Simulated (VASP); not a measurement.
# SnO2 (P4_2/mnm) in VASP: a series of runs

Runs on SnO2. Level: PBE. Tasks: single point.

Everything below comes from runs of VASP 6.6.1. Logs are shortened: lines on timing, memory, paths and dates and some standing lists are left out, and cuts for length are marked.

**1. The cell of the first run**

The structure is tetragonal, space group P4_2/mnm (No. 136). The conventional cell has a = 4.570 Å, b = 4.570 Å, c = 3.304 Å, α = 90.00°, β = 90.00°, γ = 90.00°. Within 2.6 Å of Sn (site symmetry mmm) lie 6 O at 1.99 to 2.07 Å. Within 2.6 Å of O (site symmetry m2m) lie 3 Sn at 1.99 to 2.07 Å and 1 O at 2.49 Å.

**2. Single point, PBE (epitaxial xy strain -4.0%)**

File INCAR:

```
SYSTEM = SnO2
PREC = Accurate
ENCUT = 520
EDIFF = 1E-7
ISMEAR = -1
SIGMA = 0.02
LREAL = .FALSE.
LASPH = .TRUE.
NELM = 80
ALGO = Normal
ISIF = 2
LWAVE = .FALSE.
LCHARG = .FALSE.
GGA = PE
NBANDS = 35
```

File KPOINTS:

```
Automatic mesh
0
G
  6 6 8
  0 0 0
```

File POSCAR:

```
SnO2
1.0
    4.5701507755      0.0000000000      0.0000000000
    0.0000000000      4.5701507755      0.0000000000
    0.0000000000      0.0000000000      3.3039683021
Sn O
2 4
Direct
    0.0000000000      0.0000000000      0.0000000000
    0.5000000000      0.5000000000      0.5000000000
    0.3072751041      0.3072751041      0.0000000000
    0.1927248959      0.8072751041      0.5000000000
    0.8072751041      0.1927248959      0.5000000000
    0.6927248959      0.6927248959      0.0000000000
```

Potentials or basis: VASP PAW PBE potentials, release 64 (Sn_d, O).

Command:

```
cat potpaw_PBE.64/Sn_d/POTCAR potpaw_PBE.64/O/POTCAR > POTCAR
mpirun -np 1 vasp_std > vasp.out
```

OUTCAR:

```text
SYSTEM = SnO2
   PREC = Accurate
   ENCUT = 520
   EDIFF = 1E-7
   ISMEAR = -1
   LREAL = .FALSE.
   LASPH = .TRUE.
   NELM = 80
   ISIF = 2
   GGA = PE

 ion  position               nearest neighbor table
   1  0.000  0.000  0.000-   3 1.99   6 1.99   5 2.07   4 2.07   4 2.07   5 2.07   2 3.63   2 3.63
                             2 3.63   2 3.63   2 3.63   2 3.63   2 3.63   2 3.63
   2  0.500  0.500  0.500-   4 1.99   5 1.99   3 2.07   6 2.07   3 2.07   6 2.07   1 3.63   1 3.63
                             1 3.63   1 3.63   1 3.63   1 3.63   1 3.63   1 3.63
   3  0.307  0.307  0.000-   1 1.99   2 2.07   2 2.07
   4  0.193  0.807  0.500-   2 1.99   1 2.07   1 2.07
   5  0.807  0.193  0.500-   2 1.99   1 2.07   1 2.07
   6  0.693  0.693  0.000-   1 1.99   2 2.07   2 2.07

  LATTYP: Found a simple tetragonal cell.
 ALAT       =     4.5701507755
 C/A-ratio  =     0.7229451422

  Lattice vectors:

 A1 = (   4.5701507755,   0.0000000000,   0.0000000000)
 A2 = (   0.0000000000,   4.5701507755,   0.0000000000)
 A3 = (   0.0000000000,   0.0000000000,   3.3039683021)

Analysis of symmetry for initial positions (statically):
=====================================================================
 Subroutine PRICEL returns:
 Original cell was already a primitive cell.

 Routine SETGRP: Setting up the symmetry group for a
 simple tetragonal supercell.

 Subroutine GETGRP returns: Found 16 space group operations
 (whereof  8 operations were pure point group operations)
 out of a pool of 16 trial point group operations.

The static configuration has the point symmetry D_2h.
 The point group associated with its full space group is D_4h.

Analysis of symmetry for dynamics (positions and initial velocities):
=====================================================================
 Subroutine PRICEL returns:
 Original cell was already a primitive cell.

 Routine SETGRP: Setting up the symmetry group for a
 simple tetragonal supercell.

 Subroutine GETGRP returns: Found 16 space group operations
 (whereof  8 operations were pure point group operations)
 out of a pool of 16 trial point group operations.

The dynamic configuration has the point symmetry D_2h.
 The point group associated with its full space group is D_4h.

 Subroutine INISYM returns: Found 16 space group operations
 (whereof  8 operations are pure point group operations),
 and found     1 'primitive' translations

----------------------------------------------------------------------------------------

                                     Primitive cell

  volume of cell :      69.0076

  direct lattice vectors                    reciprocal lattice vectors
     4.570150776  0.000000000  0.000000000     0.218811162  0.000000000  0.000000000
     0.000000000  4.570150776  0.000000000     0.000000000  0.218811162  0.000000000
     0.000000000  0.000000000  3.303968302     0.000000000  0.000000000  0.302666342

  length of vectors
     4.570150776  4.570150776  3.303968302     0.218811162  0.218811162  0.302666342

  position of ions in fractional coordinates (direct lattice)
     0.000000000  0.000000000  0.000000000
     0.500000000  0.500000000  0.500000000
     0.307275104  0.307275104  0.000000000
     0.192724896  0.807275104  0.500000000
     0.807275104  0.192724896  0.500000000
     0.692724896  0.692724896  0.000000000

  ion indices of the primitive-cell ions
   primitive index   ion index
                 1           1
                 2           2
                 3           3
                 4           4
                 5           5
                 6           6

----------------------------------------------------------------------------------------

 KPOINTS: Automatic mesh

Automatic generation of k-mesh.
 Grid dimensions read from file:
 generate k-points for:    6    6    8

 Generating k-lattice:

  Cartesian coordinates                     Fractional coordinates (reciprocal lattice)
     0.036468527  0.000000000  0.000000000     0.166666667  0.000000000  0.000000000
     0.000000000  0.036468527  0.000000000     0.000000000  0.166666667  0.000000000
     0.000000000  0.000000000  0.037833293     0.000000000  0.000000000  0.125000000

  Length of vectors
     0.036468527  0.036468527  0.037833293

  Shift w.r.t. Gamma in fractional coordinates (k-lattice)
     0.000000000  0.000000000  0.000000000

 Subroutine IBZKPT returns following result:
 ===========================================

 Found     50 irreducible k-points:

 Following reciprocal coordinates:
            Coordinates               Weight
  0.000000  0.000000  0.000000      1.000000
  0.166667  0.000000  0.000000      4.000000
  0.333333  0.000000  0.000000      4.000000
  0.500000  0.000000  0.000000      2.000000
  0.166667  0.166667  0.000000      4.000000
  0.333333  0.166667  0.000000      8.000000
[... 16 lines left out ...]
  0.333333  0.000000  0.250000      8.000000
  0.500000  0.000000  0.250000      4.000000
 [... further k-points ...]
   k-points           NKPTS =     50   k-points in BZ     NKDIM =     50   number of bands    NBANDS=     35
   number of dos      NEDOS =    301   number of ions     NIONS =      6
   total plane-waves  NPLWV =  36288
   dimension x,y,z NGX =    36 NGY =   36 NGZ =   28
   dimension x,y,z NGXF=    72 NGYF=   72 NGZF=   56
   ions per type =               2   4
   NGX,Y,Z   is equivalent  to a cutoff of  13.10, 13.10, 14.09 a.u.
   NGXF,Y,Z  is equivalent  to a cutoff of  26.19, 26.19, 28.18 a.u.
 SYSTEM =  SnO2
   PREC   = accura    normal or accurate (medium, high low for compatibility)
   ISTART =      0    job   : 0-new  1-cont  2-samecut
   ICHARG =      2    charge: 1-file 2-atom 10-const
   ISPIN  =      1    spin polarized calculation?
   LNONCOLLINEAR =      F non collinear calculations
   LSORBIT =      F    spin-orbit coupling
   LASPH  =      T    aspherical Exc in radial PAW
   ENCUT  =  520.0 eV  38.22 Ry    6.18 a.u.   8.50  8.50  6.14*2*pi/ulx,y,z
   NELM   =     80;   NELMIN=  2; NELMDL= -5     # of ELM steps
   EDIFF  = 0.1E-06   stopping-criterion for ELM
   LREAL  =      F    real-space projection
   EDIFFG = 0.1E-05   stopping-criterion for IOM
   NSW    =      0    number of steps for IOM
   IBRION =     -1    ionic relax: 0-MD 1-quasi-New 2-CG
   NFREE  =      0    steps in history (QN), initial steepest desc. (CG)
   ISIF   =      2    stress and relaxation
   ISYM   =      2    0-nonsym 1-usesym 2-fastsym
   POTIM  = 0.5000    time-step for ionic-motion
   TEBEG  =    0.0;   TEEND  =   0.0 temperature during run
   PSTRESS=    0.0 pullay stress
   NELECT =      52.0000    total number of electrons
   NUPDOWN=      -1.0000    fix difference up-down
   EMIN   =  10.00;   EMAX   =-10.00  energy-range for DOS
   EFERMI =   0.00;   METHOD = LEGACY
   ISMEAR =    -1;   SIGMA  =   0.02  broadening in eV -4-tet -1-fermi 0-gaus
   EFERMI_NEDOS =   21; number of points for ismear=-14 and -15
   IALGO  =     38    algorithm
   IMIX   =      4    mixing-type and parameters
     AMIX     =   0.40;   BMIX     =  1.00
     AMIX_MAG =   1.60;   BMIX_MAG =  1.00
  volume/ion in A,a.u.               =      11.50        77.61
  Fermi-wavevector in a.u.,A,eV,Ry     =   1.489739  2.815199 30.195729  2.219323
  Thomas-Fermi vector in A             =   2.602610
   LORBIT       =      0    0 simple, 1 ext, 2 COOP (PROOUT), +10 PAW based schemes
   GGA     = PE    functional components
   LHFCALC =     F    Hartree Fock is set to
   AEXX    =    0.0000 exact exchange contribution
   IVDW    =     0    specifies the selected vdW correction
   LEPSILON=     F    determine dielectric tensor
   LRPA    =     F    only Hartree local field effects (RPA)
 non-spin polarized calculation
  energy-cutoff  :      520.00
  volume of cell :       69.01
 maximum number of plane-waves:      1874
 NGX is ok and might be reduce to    36
   NGX = 17   NGY = 17   NGZ = 13

 number of electron      52.0000042 magnetization

 Free energy of the ion-electron system (eV)
  ---------------------------------------------------
  ext. energy  EPLUGINS =         0.00000000
  ---------------------------------------------------
  free energy    TOTEN  =       -36.83755283 eV

  energy without entropy =      -36.83755283  energy(sigma->0) =      -36.83755283

 E-fermi :   6.9571     XC(G=0): -11.4849

 val. band max:        6.5691023558   @ k =   0.0000   0.0000   0.0000
 cond. band min:       8.0657703889   @ k =   0.0000   0.0000   0.0000
 fundamental gap:      1.4966680330
 Fermi energy:         6.9570618983

 k-point     1 :       0.0000    0.0000    0.0000
  band No.  band energies     occupation
      1     -14.5513      2.00000
      2     -13.5681      2.00000
      3     -13.4531      2.00000
      4     -13.3890      2.00000
      5     -13.3618      2.00000
      6     -13.3618      2.00000
[... 27 lines left out ...]
     34      19.6638      0.00000
     35      19.6709      0.00000

 k-point     2 :       0.1667    0.0000    0.0000
  band No.  band energies     occupation
      1     -14.5010      2.00000
      2     -13.6064      2.00000
      3     -13.4989      2.00000
      4     -13.3927      2.00000
      5     -13.3591      2.00000
      6     -13.3589      2.00000
[... 27 lines left out ...]
     34      19.5912      0.00000
     35      19.6776      0.00000

 k-point     3 :       0.3333    0.0000    0.0000
  band No.  band energies     occupation
      1     -14.3533      2.00000
      2     -13.8423      2.00000
      3     -13.4695      2.00000
      4     -13.4051      2.00000
      5     -13.3533      2.00000
      6     -13.3530      2.00000
[... 27 lines left out ...]
     34      19.5223      0.00000
     35      19.6667      0.00000

 k-point     4 :       0.5000    0.0000    0.0000
  band No.  band energies     occupation
      1     -14.1218      2.00000
      2     -14.1218      2.00000
      3     -13.4300      2.00000
      4     -13.4300      2.00000
      5     -13.3501      2.00000
      6     -13.3501      2.00000
[... 27 lines left out ...]
     34      19.0174      0.00000
     35      19.5780      0.00000

 k-point     5 :       0.1667    0.1667    0.0000
  band No.  band energies     occupation
      1     -14.4644      2.00000
      2     -13.6995      2.00000
      3     -13.4896      2.00000
      4     -13.3848      2.00000
      5     -13.3629      2.00000
      6     -13.3526      2.00000
[... 638 lines left out ...]
 k-point    22 :       0.1667    0.0000    0.2500
  band No.  band energies     occupation
      1     -14.3060      2.00000
      2     -13.8996      2.00000
      3     -13.7255      2.00000
      4     -13.4369      2.00000
      5     -13.2986      2.00000
      6     -13.2904      2.00000
[... 27 lines left out ...]
     34      19.1801      0.00000
     35      19.5216      0.00000

 k-point    23 :       0.3333    0.0000    0.2500
  band No.  band energies     occupation
      1     -14.2689      2.00000
      2     -14.0671      2.00000
      3     -13.6216      2.00000
      4     -13.3862      2.00000
      5     -13.3023      2.00000
      6     -13.2856      2.00000
[... 27 lines left out ...]
     34      19.1941      0.00000
     35      19.4242      0.00000

 k-point    24 :       0.5000    0.0000    0.2500
  band No.  band energies     occupation
      1     -14.1917      2.00000
      2     -14.1917      2.00000
      3     -13.4895      2.00000
      4     -13.4895      2.00000
      5     -13.2845      2.00000
      6     -13.2845      2.00000
[... 27 lines left out ...]
     34      19.3334      0.00000
     35      19.5567      0.00000

 [... further k-points ...]

------------------------ aborting loop because EDIFF is reached ----------------------------------------

  FORCE on cell =-STRESS in cart. coord.  units (eV):
  Direction    XX          YY          ZZ          XY          YZ          ZX
  --------------------------------------------------------------------------------------
  -------------------------------------------------------------------------------------
  Total        9.4975566      9.4975566      4.5595473      0.0000000      0.0000000      0.0000000
  in kB      220.5086073    220.5086073    105.8608505      0.0000000      0.0000000      0.0000000
  external PRESSURE =     182.2926884 kB  Pullay stress =       0.0000000 kB

 VOLUME and BASIS-vectors are now :
 -----------------------------------------------------------------------------
  energy-cutoff  :      520.00
  volume of cell :       69.01
      direct lattice vectors                 reciprocal lattice vectors
     4.570150776  0.000000000  0.000000000     0.218811162  0.000000000  0.000000000
     0.000000000  4.570150776  0.000000000     0.000000000  0.218811162  0.000000000
     0.000000000  0.000000000  3.303968302     0.000000000  0.000000000  0.302666342

 POSITION                                       TOTAL-FORCE (eV/Angst)
 -----------------------------------------------------------------------------------
      0.00000      0.00000      0.00000         0.000000     -0.000000     -0.000000
      2.28508      2.28508      1.65198         0.000000     -0.000000     -0.000000
      1.40429      1.40429      0.00000         0.022328      0.022328      0.000000
      0.88078      3.68937      1.65198        -0.022328      0.022328     -0.000000
      3.68937      0.88078      1.65198         0.022328     -0.022328     -0.000000
      3.16586      3.16586      0.00000        -0.022328     -0.022328     -0.000000
 -----------------------------------------------------------------------------------
    total drift:                                0.000000      0.000000      0.000000

  FREE ENERGIE OF THE ION-ELECTRON SYSTEM (eV)
  ---------------------------------------------------
  free  energy   TOTEN  =       -36.8375528320 eV

  energy  without entropy=      -36.8375528320  energy(sigma->0) =      -36.83755283
```

Wall time 49 s (1 thread of Intel Xeon 6975P-C (Granite Rapids), shared host); peak memory 0.23 GiB.

What came out:

```
Free energy            : -36.8376 eV
Pressure               : 18.2 GPa
Largest force          : 0.032 eV/Å
Band gap on the k mesh : 1.50 eV, direct
```

Forces on the atoms (eV/Å):
```
Sn   0.000  0.000  0.000
Sn   0.000  0.000  0.000
O    0.022  0.022  0.000
O   -0.022  0.022  0.000
O    0.022 -0.022  0.000
O   -0.022 -0.022  0.000
```

Caveat: the cell differs from its parent crystal (epitaxial xy strain -4.0%); spin-orbit coupling is left out, which moves the levels of the heavy elements.

(Part 1 of 2 ends here.)
